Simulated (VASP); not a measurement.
# WS2 in VASP: further runs

WS2 is run at these levels: LDA; tasks: single point.

Everything below comes from runs of VASP 6.6.1. Logs are shortened: lines on timing, memory, paths and dates and some standing lists are left out, and cuts for length are marked.

### 1 The cell of the first run

The cell holds a slab with vacuum, 3 atoms: a = 3.184 Å, b = 3.184 Å, c = 16.951 Å, α = 90.00°, β = 90.00°, γ = 120.00°.

### 2 Single point, LDA

File INCAR:

```
SYSTEM = WS2
ALGO     = Normal         ! electronic algorithm
EDIFF    = 1E-6           ! SCF threshold, eV
ENCUT    = 500            ! plane-wave cutoff, eV
GGA_COMPAT= .False.      
ISIF     = 2              ! what is computed and relaxed
ISMEAR   = 1              ! smearing method
LASPH    = .True.         ! aspherical terms in the spheres
LCHARG   = .True.         ! write CHGCAR
LELF     = .True.         ! ELF
LREAL    = .False.        ! projectors in reciprocal space
LVHAR    = .True.       
LWAVE    = .False.        ! write WAVECAR
NBANDS   = 20             ! bands
NELM     = 120            ! most SCF steps
PREC     = Accurate       ! precision mode
SIGMA    = 0.02           ! smearing width, eV
```

File KPOINTS:

```
k-points
0
Gamma
  7 7 1
  0 0 0
```

File POSCAR:

```
WS2
1.0
    3.1835160000      0.0000000000      0.0000000000
   -1.5917580000      2.7570057294      0.0000000000
    0.0000000000      0.0000000000     16.9505780000
W S
1 2
Direct
    0.3333333333      0.6666666667      0.0000000000
    0.6666666667      0.3333333333      0.9079990000
    0.6666666667      0.3333333333      0.0920010000
```

Potentials or basis: VASP PAW LDA potentials, release 64 (W_sv, S).

On the command line:

```sh
> cat potpaw_LDA.64/W_sv/POTCAR potpaw_LDA.64/S/POTCAR > POTCAR
> mpirun -np 1 vasp_std > vasp.out
```

OUTCAR:

```text
SYSTEM = WS2
   EDIFF = 1E-6
   ENCUT = 500
   ISIF = 2
   ISMEAR = 1
   LASPH = .True.
   LREAL = .False.
   NELM = 120
   PREC = Accurate

 ion  position               nearest neighbor table
   1  0.333  0.667  0.000-   2 2.41   3 2.41   2 2.41   3 2.41   2 2.41   3 2.41
   2  0.667  0.333  0.908-   1 2.41   1 2.41   1 2.41
   3  0.667  0.333  0.092-   1 2.41   1 2.41   1 2.41

  LATTYP: Found a hexagonal cell.
 ALAT       =     3.1835160000
 C/A-ratio  =     5.3244833700

  Lattice vectors:

 A1 = (   3.1835160000,   0.0000000000,   0.0000000000)
 A2 = (  -1.5917580000,   2.7570057294,   0.0000000000)
 A3 = (   0.0000000000,   0.0000000000,  16.9505780000)

Analysis of symmetry for initial positions (statically):
=====================================================================
 Subroutine PRICEL returns:
 Original cell was already a primitive cell.

 Routine SETGRP: Setting up the symmetry group for a
 hexagonal supercell.

 Subroutine GETGRP returns: Found 12 space group operations
 (whereof 12 operations were pure point group operations)
 out of a pool of 24 trial point group operations.

The static configuration has the point symmetry D_3h.

Analysis of symmetry for dynamics (positions and initial velocities):
=====================================================================
 Subroutine PRICEL returns:
 Original cell was already a primitive cell.

 Routine SETGRP: Setting up the symmetry group for a
 hexagonal supercell.

 Subroutine GETGRP returns: Found 12 space group operations
 (whereof 12 operations were pure point group operations)
 out of a pool of 24 trial point group operations.

The dynamic configuration has the point symmetry D_3h.

 Subroutine INISYM returns: Found 12 space group operations
 (whereof 12 operations are pure point group operations),
 and found     1 'primitive' translations

----------------------------------------------------------------------------------------

                                     Primitive cell

  volume of cell :     148.7747

  direct lattice vectors                    reciprocal lattice vectors
     3.183516000  0.000000000  0.000000000     0.314118101  0.181356170  0.000000000
    -1.591758000  2.757005729  0.000000000     0.000000000  0.362712340  0.000000000
     0.000000000  0.000000000 16.950578000     0.000000000  0.000000000  0.058995038

  length of vectors
     3.183516000  3.183516000 16.950578000     0.362712340  0.362712340  0.058995038

  position of ions in fractional coordinates (direct lattice)
     0.333333333  0.666666667  0.000000000
     0.666666667  0.333333333  0.907999000
     0.666666667  0.333333333  0.092001000

  ion indices of the primitive-cell ions
   primitive index   ion index
                 1           1
                 2           2
                 3           3

----------------------------------------------------------------------------------------

 KPOINTS: k-points

Automatic generation of k-mesh.
 Grid dimensions read from file:
 generate k-points for:    7    7    1

 Generating k-lattice:

  Cartesian coordinates                     Fractional coordinates (reciprocal lattice)
     0.044874014  0.025908024  0.000000000     0.142857143  0.000000000  0.000000000
     0.000000000  0.051816049  0.000000000     0.000000000  0.142857143  0.000000000
     0.000000000  0.000000000  0.058995038     0.000000000  0.000000000  1.000000000

  Length of vectors
     0.051816049  0.051816049  0.058995038

  Shift w.r.t. Gamma in fractional coordinates (k-lattice)
     0.000000000  0.000000000  0.000000000

 Subroutine IBZKPT returns following result:
 ===========================================

 Found      8 irreducible k-points:

 Following reciprocal coordinates:
            Coordinates               Weight
  0.000000  0.000000  0.000000      1.000000
  0.142857  0.000000  0.000000      6.000000
  0.285714  0.000000  0.000000      6.000000
  0.428571 -0.000000  0.000000      6.000000
  0.142857  0.142857  0.000000      6.000000
  0.285714  0.142857  0.000000     12.000000
  0.428571  0.142857  0.000000      6.000000
  0.285714  0.285714  0.000000      6.000000
   k-points           NKPTS =      8   k-points in BZ     NKDIM =      8   number of bands    NBANDS=     20
   number of dos      NEDOS =    301   number of ions     NIONS =      3
   total plane-waves  NPLWV =  72576
   dimension x,y,z NGX =    24 NGY =   24 NGZ =  126
   dimension x,y,z NGXF=    48 NGYF=   48 NGZF=  252
   ions per type =               1   2
   NGX,Y,Z   is equivalent  to a cutoff of  12.53, 12.53, 12.36 a.u.
   NGXF,Y,Z  is equivalent  to a cutoff of  25.07, 25.07, 24.72 a.u.
 SYSTEM =  WS2
   PREC   = accura    normal or accurate (medium, high low for compatibility)
   ISTART =      0    job   : 0-new  1-cont  2-samecut
   ICHARG =      2    charge: 1-file 2-atom 10-const
   ISPIN  =      1    spin polarized calculation?
   LNONCOLLINEAR =      F non collinear calculations
   LSORBIT =      F    spin-orbit coupling
   LASPH  =      T    aspherical Exc in radial PAW
   ENCUT  =  500.0 eV  36.75 Ry    6.06 a.u.   5.80  5.80 30.90*2*pi/ulx,y,z
   NELM   =    120;   NELMIN=  2; NELMDL= -5     # of ELM steps
   EDIFF  = 0.1E-05   stopping-criterion for ELM
   LREAL  =      F    real-space projection
   EDIFFG = 0.1E-04   stopping-criterion for IOM
   NSW    =      0    number of steps for IOM
   IBRION =     -1    ionic relax: 0-MD 1-quasi-New 2-CG
   NFREE  =      0    steps in history (QN), initial steepest desc. (CG)
   ISIF   =      2    stress and relaxation
   ISYM   =      2    0-nonsym 1-usesym 2-fastsym
   POTIM  = 0.5000    time-step for ionic-motion
   TEBEG  =    0.0;   TEEND  =   0.0 temperature during run
   PSTRESS=    0.0 pullay stress
   NELECT =      26.0000    total number of electrons
   NUPDOWN=      -1.0000    fix difference up-down
   EMIN   =  10.00;   EMAX   =-10.00  energy-range for DOS
   EFERMI =   0.00;   METHOD = LEGACY
   ISMEAR =     1;   SIGMA  =   0.02  broadening in eV -4-tet -1-fermi 0-gaus
   EFERMI_NEDOS =   21; number of points for ismear=-14 and -15
   IALGO  =     38    algorithm
   IMIX   =      4    mixing-type and parameters
     AMIX     =   0.40;   BMIX     =  1.00
     AMIX_MAG =   1.60;   BMIX_MAG =  1.00
  volume/ion in A,a.u.               =      49.59       334.66
  Fermi-wavevector in a.u.,A,eV,Ry     =   0.915285  1.729637 11.398228  0.837746
  Thomas-Fermi vector in A             =   2.040009
   LORBIT       =      0    0 simple, 1 ext, 2 COOP (PROOUT), +10 PAW based schemes
   GGA     = CA    functional components
   LHFCALC =     F    Hartree Fock is set to
   AEXX    =    0.0000 exact exchange contribution
   IVDW    =     0    specifies the selected vdW correction
   LEPSILON=     F    determine dielectric tensor
   LRPA    =     F    only Hartree local field effects (RPA)
 non-spin polarized calculation
 Methfessel and Paxton  Order N= 1 SIGMA  =   0.02
  energy-cutoff  :      500.00
  volume of cell :      148.77
 maximum number of plane-waves:      3790
 NGX is ok and might be reduce to    24
   NGX = 11   NGY = 11   NGZ = 61

 number of electron      25.9999999 magnetization

 Free energy of the ion-electron system (eV)
  ---------------------------------------------------
  ext. energy  EPLUGINS =         0.00000000
  ---------------------------------------------------
  free energy    TOTEN  =       -26.11701137 eV

  energy without entropy =      -26.11701137  energy(sigma->0) =      -26.11701137

 E-fermi :  -1.2592     XC(G=0):  -4.6389

 val. band max:       -1.4525458232   @ k =   0.0000   0.0000   0.0000
 cond. band min:       0.6513260985   @ k =   0.1429   0.1429   0.0000
 fundamental gap:      2.1038719217
 Fermi energy:        -1.2591500590

 k-point     1 :       0.0000    0.0000    0.0000
  band No.  band energies     occupation
      1     -74.9874      2.00000
      2     -39.4944      2.00000
      3     -39.3366      2.00000
      4     -39.3366      2.00000
      5     -16.1090      2.00000
      6     -14.4281      2.00000
[... 12 lines left out ...]
     19       4.2669      0.00000
     20       4.2733      0.00000

 k-point     2 :       0.1429    0.0000    0.0000
  band No.  band energies     occupation
      1     -74.9842      2.00000
      2     -39.4826      2.00000
      3     -39.4019      2.00000
      4     -39.3518      2.00000
      5     -15.7780      2.00000
      6     -14.3109      2.00000
[... 12 lines left out ...]
     19       4.6552      0.00000
     20       5.2088      0.00000

 k-point     3 :       0.2857    0.0000    0.0000
  band No.  band energies     occupation
      1     -74.9769      2.00000
      2     -39.5460      2.00000
      3     -39.4561      2.00000
      4     -39.3858      2.00000
      5     -14.9400      2.00000
      6     -14.0192      2.00000
[... 12 lines left out ...]
     19       5.6203      0.00000
     20       6.0402      0.00000

 k-point     4 :       0.4286   -0.0000    0.0000
  band No.  band energies     occupation
      1     -74.9710      2.00000
      2     -39.6590      2.00000
      3     -39.4348      2.00000
      4     -39.4129      2.00000
      5     -14.1099      2.00000
      6     -13.7476      2.00000
[... 12 lines left out ...]
     19       6.1141      0.00000
     20       6.2804      0.00000

 k-point     5 :       0.1429    0.1429    0.0000
  band No.  band energies     occupation
      1     -74.9789      2.00000
      2     -39.4973      2.00000
      3     -39.4635      2.00000
      4     -39.3857      2.00000
      5     -15.1896      2.00000
      6     -14.1030      2.00000
[... 12 lines left out ...]
     19       5.3730      0.00000
     20       6.2965      0.00000

 k-point     6 :       0.2857    0.1429    0.0000
  band No.  band energies     occupation
      1     -74.9723      2.00000
      2     -39.6072      2.00000
      3     -39.4395      2.00000
      4     -39.4346      2.00000
      5     -14.3227      2.00000
      6     -13.8011      2.00000
[... 12 lines left out ...]
     19       6.3155      0.00000
     20       6.4610      0.00000

 k-point     7 :       0.4286    0.1429    0.0000
  band No.  band energies     occupation
      1     -74.9694      2.00000
      2     -39.6549      2.00000
      3     -39.4569      2.00000
      4     -39.4289      2.00000
      5     -13.8589      2.00000
      6     -13.6453      2.00000
[... 12 lines left out ...]
     19       7.1925      0.00000
     20       7.4907      0.00000

 k-point     8 :       0.2857    0.2857    0.0000
  band No.  band energies     occupation
      1     -74.9687      2.00000
      2     -39.6117      2.00000
      3     -39.5188      2.00000
      4     -39.4262      2.00000
      5     -13.7580      2.00000
      6     -13.5846      2.00000
[... 12 lines left out ...]
     19       6.1489      0.00000
     20       7.5519      0.00000

------------------------ aborting loop because EDIFF is reached ----------------------------------------

  FORCE on cell =-STRESS in cart. coord.  units (eV):
  Direction    XX          YY          ZZ          XY          YZ          ZX
  --------------------------------------------------------------------------------------
  -------------------------------------------------------------------------------------
  Total       -2.1456683     -2.1456683     -1.1528835      0.0000000      0.0000000     -0.0000000
  in kB      -23.1070206    -23.1070206    -12.4155734      0.0000000      0.0000000     -0.0000000
  external PRESSURE =     -19.5432049 kB  Pullay stress =       0.0000000 kB

 VOLUME and BASIS-vectors are now :
 -----------------------------------------------------------------------------
  energy-cutoff  :      500.00
  volume of cell :      148.77
      direct lattice vectors                 reciprocal lattice vectors
     3.183516000  0.000000000  0.000000000     0.314118101  0.181356170  0.000000000
    -1.591758000  2.757005729  0.000000000     0.000000000  0.362712340  0.000000000
     0.000000000  0.000000000 16.950578000     0.000000000  0.000000000  0.058995038

 POSITION                                       TOTAL-FORCE (eV/Angst)
 -----------------------------------------------------------------------------------
     -0.00000      1.83800      0.00000         0.000000     -0.000000      0.000000
      1.59176      0.91900     15.39111        -0.000000      0.000000      0.359086
      1.59176      0.91900      1.55947        -0.000000      0.000000     -0.359086
 -----------------------------------------------------------------------------------
    total drift:                               -0.000000      0.000000     -0.000000

  FREE ENERGIE OF THE ION-ELECTRON SYSTEM (eV)
  ---------------------------------------------------
  free  energy   TOTEN  =       -26.1170113718 eV

  energy  without entropy=      -26.1170113718  energy(sigma->0) =      -26.11701137
```

Run time: 38 s. Hardware: 1 thread of Intel Xeon Platinum 8259CL at 2.50GHz (Skylake/Cascade Lake), shared host; peak memory 0.21 GiB.

What came out:

* Free energy: -26.1170 eV
* Largest force: 0.359 eV/Å
* Band gap on the k mesh: 2.10 eV, indirect (least direct gap 2.44 eV)

Forces in eV/Å, atoms in the order of the input:
```
W    0.000  0.000  0.000
S    0.000  0.000  0.359
S    0.000  0.000 -0.359
```

Levels at points of the mesh, in eV from the valence-band top:
| k point | band 9 | band 10 | band 11 | band 12 | band 13 | band 14 | band 15 | band 16 | band 17 | band 18 |
| --- | --- | --- | --- | --- | --- | --- | --- | --- | --- | --- |
| (0.00, 0.00, 0.00) | -2.87 | -2.04 | -1.63 | -1.63 | 0.00 | 2.90 | 2.90 | 3.10 | 3.10 | 5.03 |

Caveat: spin-orbit coupling is left out, which moves the levels of the heavy elements.

### 3 Single point, LDA, non-collinear spin, zero start, spin-orbit coupling

File INCAR:

```
SYSTEM = WS2
PREC = Accurate
ENCUT = 500
EDIFF = 1E-6
ISMEAR = 1
SIGMA = 0.02
LREAL = .FALSE.
LASPH = .TRUE.
NELM = 200
ALGO = Normal
ISIF = 2
LWAVE = .FALSE.
LCHARG = .FALSE.
MAGMOM = 0 0 0 0 0 0 0 0 0
LORBIT = 11
LSORBIT = .TRUE.
GGA_COMPAT = .FALSE.
LORBMOM = .TRUE.
LMAXMIX = 4
NBANDS = 39
```

File KPOINTS:

```
Automatic mesh
0
G
  7 7 1
  0 0 0
```

POSCAR is that of step 2.

Potentials or basis: VASP PAW LDA potentials, release 64 (W_sv, S).

On the command line:

```sh
> cat potpaw_LDA.64/W_sv/POTCAR potpaw_LDA.64/S/POTCAR > POTCAR
> mpirun -np 1 vasp_ncl > vasp.out
```

Wall time 3.9 min (1 thread of Intel Xeon Platinum 8259CL at 2.50GHz (Skylake/Cascade Lake), shared host); peak memory 0.44 GiB.

The run converged. Its results:

```yaml
Free_energy: -26.8876 eV
Largest_force: 0.335 eV/Å
Net_moment: 0.00 μB per cell
Valence_electrons_inside_the_program's_atomic_spheres: W 12.07; S 3.71
```

Forces in eV/Å, atoms in the order of the input:
```
W    0.000  0.000  0.000
S    0.000  0.000  0.335
S    0.000  0.000 -0.335
```

Moments on the atoms (μB; x, y, z):
```
W   0.00 0.00 0.00
S   0.00 0.00 0.00
S   0.00 0.00 0.00
```
